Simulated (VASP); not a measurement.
# MgPb2N2 (P-3m1) in VASP: notebook

MgPb2N2 is run at these levels: PBE; tasks: single point, relaxation of shape and atoms at fixed volume.

Everything below comes from runs of VASP 6.6.1. Logs are shortened: lines on timing, memory, paths and dates and some standing lists are left out, and cuts for length are marked.

## (1) The cell of the first run

The structure is trigonal, space group P-3m1 (No. 164). The conventional cell has a = 3.389 Å, b = 3.389 Å, c = 9.249 Å, α = 90.00°, β = 90.00°, γ = 120.00°. Mg (site symmetry -3m) has 6 N at 2.34 Å within 3.1 Å. Within 3.4 Å of Pb (site symmetry 3m) lie 3 N at 2.39 Å and 3 Mg at 3.29 Å and 6 Pb at 3.39 Å. N (site symmetry 3m) has 3 Mg at 2.34 Å and 3 Pb at 2.39 Å and 9 N at 3.22 to 3.39 Å within 3.4 Å.

## (2) Single point, PBE

INCAR reads:

```
SYSTEM = MgPb2N2
PREC = Accurate ; ENCUT = 520
EDIFF = 1E-6 ; ISMEAR = 0
SIGMA = 0.01 ; LREAL = .False.
LASPH = .True. ; NELM = 100
ALGO = Normal ; ISIF = 2
LWAVE = .False. ; LCHARG = .False.
GGA = PE ; NBANDS = 28
```

KPOINTS reads:

```
regular mesh
0
Gamma
  6 6 2
  0 0 0
```

POSCAR reads:

```
MgPb2N2
1.0
    3.3891550003      0.0000000000      0.0000000000
   -1.6945775001      2.9350943276      0.0000000000
    0.0000000000      0.0000000000      9.2490763709
Mg Pb N
1 2 2
Direct
    0.0000000000      0.0000000000      0.0000000000
    0.6666666667      0.3333333333      0.2861007558
    0.3333333333      0.6666666667      0.7138992442
    0.6666666667      0.3333333333      0.8615959139
    0.3333333333      0.6666666667      0.1384040861
```

Potentials or basis: VASP PAW PBE potentials, release 64 (Mg, Pb_d, N).

Run with:

```
$ cat potpaw_PBE.64/Mg/POTCAR potpaw_PBE.64/Pb_d/POTCAR potpaw_PBE.64/N/POTCAR > POTCAR
$ mpirun -np 1 vasp_std > vasp.out
```

OUTCAR:

```text
SYSTEM = MgPb2N2
   PREC = Accurate
   ENCUT = 520
   EDIFF = 1E-6
   ISMEAR = 0
   LREAL = .False.
   LASPH = .True.
   NELM = 100
   ISIF = 2
   GGA = PE

 ion  position               nearest neighbor table
   1  0.000  0.000  0.000-   4 2.34   5 2.34   5 2.34   4 2.34   4 2.34   5 2.34   2 3.29   3 3.29
                             3 3.29   2 3.29   3 3.29   2 3.29
   2  0.667  0.333  0.286-   5 2.39   5 2.39   5 2.39   1 3.29   1 3.29   1 3.29
   3  0.333  0.667  0.714-   4 2.39   4 2.39   4 2.39   1 3.29   1 3.29   1 3.29
   4  0.667  0.333  0.862-   1 2.34   1 2.34   1 2.34   3 2.39   3 2.39   3 2.39
   5  0.333  0.667  0.138-   1 2.34   1 2.34   1 2.34   2 2.39   2 2.39   2 2.39

  LATTYP: Found a hexagonal cell.
 ALAT       =     3.3891550003
 C/A-ratio  =     2.7290213549

  Lattice vectors:

 A1 = (   3.3891550003,   0.0000000000,   0.0000000000)
 A2 = (  -1.6945775001,   2.9350943276,   0.0000000000)
 A3 = (   0.0000000000,   0.0000000000,   9.2490763709)

Analysis of symmetry for initial positions (statically):
=====================================================================
 Subroutine PRICEL returns:
 Original cell was already a primitive cell.

 Routine SETGRP: Setting up the symmetry group for a
 hexagonal supercell.

 Subroutine GETGRP returns: Found 12 space group operations
 (whereof 12 operations were pure point group operations)
 out of a pool of 24 trial point group operations.

The static configuration has the point symmetry D_3d.

Analysis of symmetry for dynamics (positions and initial velocities):
=====================================================================
 Subroutine PRICEL returns:
 Original cell was already a primitive cell.

 Routine SETGRP: Setting up the symmetry group for a
 hexagonal supercell.

 Subroutine GETGRP returns: Found 12 space group operations
 (whereof 12 operations were pure point group operations)
 out of a pool of 24 trial point group operations.

The dynamic configuration has the point symmetry D_3d.

 Subroutine INISYM returns: Found 12 space group operations
 (whereof 12 operations are pure point group operations),
 and found     1 'primitive' translations

----------------------------------------------------------------------------------------

                                     Primitive cell

  volume of cell :      92.0051

  direct lattice vectors                    reciprocal lattice vectors
     3.389155000  0.000000000  0.000000000     0.295058798  0.170352276  0.000000000
    -1.694577500  2.935094328  0.000000000     0.000000000  0.340704553  0.000000000
     0.000000000  0.000000000  9.249076371     0.000000000  0.000000000  0.108118904

[... 83 lines left out ...]
   NFREE  =      0    steps in history (QN), initial steepest desc. (CG)
   ISIF   =      2    stress and relaxation
   ISYM   =      2    0-nonsym 1-usesym 2-fastsym
   POTIM  = 0.5000    time-step for ionic-motion
   TEBEG  =    0.0;   TEEND  =   0.0 temperature during run
   PSTRESS=    0.0 pullay stress
   NELECT =      40.0000    total number of electrons
   NUPDOWN=      -1.0000    fix difference up-down
   EMIN   =  10.00;   EMAX   =-10.00  energy-range for DOS
   EFERMI =   0.00;   METHOD = LEGACY
   ISMEAR =     0;   SIGMA  =   0.01  broadening in eV -4-tet -1-fermi 0-gaus
   EFERMI_NEDOS =   21; number of points for ismear=-14 and -15
   IALGO  =     38    algorithm
   IMIX   =      4    mixing-type and parameters
     AMIX     =   0.40;   BMIX     =  1.00
     AMIX_MAG =   1.60;   BMIX_MAG =  1.00
  volume/ion in A,a.u.               =      18.40       124.18
  Fermi-wavevector in a.u.,A,eV,Ry     =   1.240198  2.343634 20.926985  1.538090
  Thomas-Fermi vector in A             =   2.374648
   LORBIT       =      0    0 simple, 1 ext, 2 COOP (PROOUT), +10 PAW based schemes
   GGA     = PE    functional components
   LHFCALC =     F    Hartree Fock is set to
   AEXX    =    0.0000 exact exchange contribution
   IVDW    =     0    specifies the selected vdW correction
   LEPSILON=     F    determine dielectric tensor
   LRPA    =     F    only Hartree local field effects (RPA)
 non-spin polarized calculation
 Gauss-broadening in eV      SIGMA  =   0.01
  energy-cutoff  :      520.00
  volume of cell :       92.01
 maximum number of plane-waves:      2507
 NGX is ok and might be reduce to    28
   NGX = 13   NGY = 13   NGZ = 35

 number of electron      40.0000002 magnetization

 Free energy of the ion-electron system (eV)
  ---------------------------------------------------
  ext. energy  EPLUGINS =         0.00000000
  ---------------------------------------------------
  free energy    TOTEN  =       -25.02523239 eV

  energy without entropy =      -25.02523239  energy(sigma->0) =      -25.02523239

 E-fermi :   5.7929     XC(G=0): -10.0896

 val. band max:        5.7289741071   @ k =   0.0000   0.0000   0.0000
 cond. band min:       6.3596743188   @ k =   0.0000   0.0000   0.0000
 fundamental gap:      0.6307002117
 Fermi energy:         5.7929388107

 k-point     1 :       0.0000    0.0000    0.0000
  band No.  band energies     occupation
      1     -10.8691      2.00000
      2     -10.8691      2.00000
      3     -10.8684      2.00000
      4     -10.8684      2.00000
      5     -10.8458      2.00000
      6     -10.8404      2.00000
[... 423 lines left out ...]
     27      13.3696      0.00000
     28      13.5845      0.00000

------------------------ aborting loop because EDIFF is reached ----------------------------------------

  FORCE on cell =-STRESS in cart. coord.  units (eV):
  Direction    XX          YY          ZZ          XY          YZ          ZX
  --------------------------------------------------------------------------------------
  -------------------------------------------------------------------------------------
  Total       -0.0596931     -0.0596931     -0.0293211     -0.0000000      0.0000000     -0.0000000
  in kB       -1.0394954     -1.0394954     -0.5105984     -0.0000000      0.0000000     -0.0000000
  external PRESSURE =      -0.8631964 kB  Pullay stress =       0.0000000 kB

 VOLUME and BASIS-vectors are now :
 -----------------------------------------------------------------------------
  energy-cutoff  :      520.00
  volume of cell :       92.01
      direct lattice vectors                 reciprocal lattice vectors
     3.389155000  0.000000000  0.000000000     0.295058798  0.170352276  0.000000000
    -1.694577500  2.935094328  0.000000000     0.000000000  0.340704553  0.000000000
     0.000000000  0.000000000  9.249076371     0.000000000  0.000000000  0.108118904

 POSITION                                       TOTAL-FORCE (eV/Angst)
 -----------------------------------------------------------------------------------
      0.00000      0.00000      0.00000        -0.000000      0.000000      0.000000
      1.69458      0.97836      2.64617        -0.000000     -0.000000      0.012613
     -0.00000      1.95673      6.60291        -0.000000      0.000000     -0.012613
      1.69458      0.97836      7.96897         0.000000     -0.000000      0.034572
     -0.00000      1.95673      1.28011        -0.000000      0.000000     -0.034572
 -----------------------------------------------------------------------------------
    total drift:                                0.000000     -0.000000      0.000000

  FREE ENERGIE OF THE ION-ELECTRON SYSTEM (eV)
  ---------------------------------------------------
  free  energy   TOTEN  =       -25.0252323871 eV

  energy  without entropy=      -25.0252323871  energy(sigma->0) =      -25.02523239
```

Run time: 44 s. Hardware: 1 thread of Intel Xeon Platinum 8259CL at 2.50GHz (Skylake/Cascade Lake), shared host; peak memory 0.23 GiB.

What came out:

```
Free energy            : -25.0252 eV
Pressure               : -0.1 GPa
Largest force          : 0.035 eV/Å
Band gap on the k mesh : 0.63 eV
```

Forces in eV/Å, atoms in the order of the input:
```
Mg   0.000  0.000  0.000
Pb   0.000  0.000  0.013
Pb   0.000  0.000 -0.013
N    0.000  0.000  0.035
N    0.000  0.000 -0.035
```

Caveat: spin-orbit coupling is left out, which moves the levels of the heavy elements.

## (3) Relaxation of shape and atoms at fixed volume, PBE

INCAR reads:

```
SYSTEM = MgPb2N2
PREC = Accurate
ENCUT = 600
EDIFF = 1E-6
ISMEAR = 0
SIGMA = 0.01
LREAL = .FALSE.
LASPH = .TRUE.
NELM = 80
ALGO = Normal
ISIF = 4
LWAVE = .FALSE.
LCHARG = .FALSE.
GGA = PE
IBRION = 2
NSW = 50
EDIFFG = -0.05
```

KPOINTS reads:

```
Automatic mesh
0
G
  6 6 2
  0 0 0
```

POSCAR reads:

```
MgPb2N2
1.0
    3.3917440000      0.0000000000      0.0000000000
   -1.6958720000      2.9373370000      0.0000000000
    0.0000000000      0.0000000000      9.2349600000
Mg Pb N
1 2 2
Direct
    0.0000000000      0.0000000000      0.0000000000
    0.6666666667      0.3333333333      0.2865500000
    0.3333333333      0.6666666667      0.7134500000
    0.6666666667      0.3333333333      0.8618210000
    0.3333333333      0.6666666667      0.1381790000
```

Potentials or basis: VASP PAW PBE potentials, release 64 (Mg, Pb_d, N).

Run with:

```
$ cat potpaw_PBE.64/Mg/POTCAR potpaw_PBE.64/Pb_d/POTCAR potpaw_PBE.64/N/POTCAR > POTCAR
$ mpirun -np 1 vasp_std > vasp.out
```

OUTCAR:

```text
SYSTEM = MgPb2N2
   PREC = Accurate
   ENCUT = 600
   EDIFF = 1E-6
   ISMEAR = 0
   LREAL = .FALSE.
   LASPH = .TRUE.
   NELM = 80
   ISIF = 4
   GGA = PE
   IBRION = 2
   NSW = 50
   EDIFFG = -0.05

 ion  position               nearest neighbor table
   1  0.000  0.000  0.000-   4 2.34   5 2.34   4 2.34   5 2.34   4 2.34   5 2.34   2 3.29   3 3.29
                             3 3.29   2 3.29   2 3.29   3 3.29
   2  0.667  0.333  0.287-   5 2.39   5 2.39   5 2.39   1 3.29   1 3.29   1 3.29
[... 575 lines left out ...]
  -------------------------------------------------------------------------------------
  Total       -0.1828813     -0.1828814     -0.1195168      0.0000000      0.0000000      0.0000000
  in kB       -3.1846963     -3.1846975     -2.0812672      0.0000000      0.0000000      0.0000000
  external PRESSURE =      -2.8168870 kB  Pullay stress =       0.0000000 kB

 VOLUME and BASIS-vectors are now :
 -----------------------------------------------------------------------------
  energy-cutoff  :      600.00
  volume of cell :       92.01
      direct lattice vectors                 reciprocal lattice vectors
     3.391744000  0.000000000  0.000000000     0.294833572  0.170222211  0.000000000
    -1.695872000  2.937337000  0.000000000     0.000000000  0.340444423  0.000000000
     0.000000000  0.000000000  9.234960000     0.000000000  0.000000000  0.108284172

 POSITION                                       TOTAL-FORCE (eV/Angst)
 -----------------------------------------------------------------------------------
      0.00000      0.00000      0.00000        -0.000000      0.000000     -0.000000
      1.69587      0.97911      2.64628         0.000000     -0.000000     -0.032323
     -0.00000      1.95822      6.58868         0.000000      0.000000      0.032323
      1.69587      0.97911      7.95888        -0.000000      0.000000     -0.021465
     -0.00000      1.95822      1.27608         0.000000     -0.000000      0.021465
 -----------------------------------------------------------------------------------
    total drift:                                0.000000     -0.000000     -0.000000

  FREE ENERGIE OF THE ION-ELECTRON SYSTEM (eV)
  ---------------------------------------------------
  free  energy   TOTEN  =       -25.0284645570 eV

  energy  without entropy=      -25.0284645570  energy(sigma->0) =      -25.02846456

 reached required accuracy - stopping structural energy minimisation
```

OSZICAR:

```text
N       E                     dE             d eps       ncg     rms          rms(c)
DAV:   1     0.449997717916E+03    0.45000E+03   -0.21701E+04   672   0.205E+03
DAV:   2     0.340847445386E+02   -0.41591E+03   -0.40990E+03   712   0.498E+02
DAV:   3    -0.281854076113E+02   -0.62270E+02   -0.60210E+02   952   0.196E+02
DAV:   4    -0.306748649452E+02   -0.24895E+01   -0.24873E+01   784   0.411E+01
DAV:   5    -0.307491696981E+02   -0.74305E-01   -0.74294E-01   952   0.767E+00    0.126E+01
DAV:   6    -0.252690621636E+02    0.54801E+01   -0.51468E+01  1168   0.619E+01    0.575E+00
DAV:   7    -0.250665335374E+02    0.20253E+00   -0.67584E+00   776   0.158E+01    0.341E+00
DAV:   8    -0.250573140147E+02    0.92195E-02   -0.68091E-01   896   0.499E+00    0.183E+00
DAV:   9    -0.250343170991E+02    0.22997E-01   -0.15695E-01   952   0.295E+00    0.532E-01
DAV:  10    -0.250290736039E+02    0.52435E-02   -0.82620E-02  1120   0.206E+00    0.264E-01
DAV:  11    -0.250287548061E+02    0.31880E-03   -0.68905E-03   816   0.628E-01    0.196E-01
DAV:  12    -0.250285407474E+02    0.21406E-03   -0.17318E-03   952   0.235E-01    0.502E-02
DAV:  13    -0.250284624148E+02    0.78333E-04   -0.43360E-04  1024   0.121E-01    0.102E-02
DAV:  14    -0.250284649454E+02   -0.25305E-05   -0.60804E-05   768   0.436E-02    0.751E-03
DAV:  15    -0.250284645570E+02    0.38839E-06   -0.28745E-06   672   0.130E-02
   1 F= -.25028465E+02 E0= -.25028465E+02  d E =-.250285E+02
```

CONTCAR:

```text
MgPb2N2
   1.00000000000000
     3.3917440000000001    0.0000000000000000    0.0000000000000000
    -1.6958720000000000    2.9373369999999999    0.0000000000000000
     0.0000000000000000    0.0000000000000000    9.2349599999999992
  Mg              Pb              N
     1     2     2
Direct
     0.0000000000000000    0.0000000000000000    0.0000000000000000
     0.6666666667000030    0.3333333332999970    0.2865499999999983
     0.3333333332999970    0.6666666667000030    0.7134500000000017
     0.6666666667000030    0.3333333332999970    0.8618209999999991
     0.3333333332999970    0.6666666667000030    0.1381790000000009

  0.00000000E+00  0.00000000E+00  0.00000000E+00
  0.00000000E+00  0.00000000E+00  0.00000000E+00
  0.00000000E+00  0.00000000E+00  0.00000000E+00
  0.00000000E+00  0.00000000E+00  0.00000000E+00
  0.00000000E+00  0.00000000E+00  0.00000000E+00
```

Run time: 43 s. Hardware: 1 thread of Intel Xeon Platinum 8259CL at 2.50GHz (Skylake/Cascade Lake), shared host; peak memory 0.25 GiB.

What came out:

| Item | Value |
| --- | --- |
| Free energy | -25.0285 eV |
| Pressure after relaxing | -0.3 GPa |
| Largest force after relaxing | 0.032 eV/Å |
| Band gap on the k mesh | 0.61 eV |

Forces on the atoms (eV/Å):
```
Mg   0.000  0.000  0.000
Pb   0.000  0.000 -0.032
Pb   0.000  0.000  0.032
N    0.000  0.000 -0.021
N    0.000  0.000  0.021
```

Final structure:
```
CELL_PARAMETERS angstrom
3.39174 0.00000 0.00000
-1.69587 2.93734 0.00000
0.00000 0.00000 9.23496
ATOMIC_POSITIONS crystal
Mg 0.00000 0.00000 0.00000
Pb 0.66667 0.33333 0.28655
Pb 0.33333 0.66667 0.71345
N 0.66667 0.33333 0.86182
N 0.33333 0.66667 0.13818
```

Levels at points of the mesh, in eV from the valence-band top:
| k point | band 17 | band 18 | band 19 | band 20 | band 21 | band 22 | band 23 | band 24 |
| --- | --- | --- | --- | --- | --- | --- | --- | --- |
| (0.00, 0.00, 0.00) | -0.96 | -0.64 | -0.64 | 0.00 | 0.61 | 2.76 | 7.10 | 7.74 |
| (0.50, 0.00, 0.00) | -2.43 | -2.02 | -1.56 | -1.25 | 0.93 | 1.50 | 4.00 | 4.84 |
| (0.00, 0.00, 0.50) | -0.96 | -0.96 | -0.64 | -0.64 | 1.69 | 2.52 | 7.03 | 7.60 |
| (0.50, 0.00, 0.50) | -2.42 | -2.01 | -1.58 | -1.32 | 0.67 | 2.09 | 3.40 | 5.74 |

Caveat: the relaxation stopped at its first step, so nothing moved; spin-orbit coupling is left out, which moves the levels of the heavy elements; the relaxation stopped at a loose force limit of 0.05 eV/Å, so its end isn't a converged minimum. A k mesh can miss the band edges.
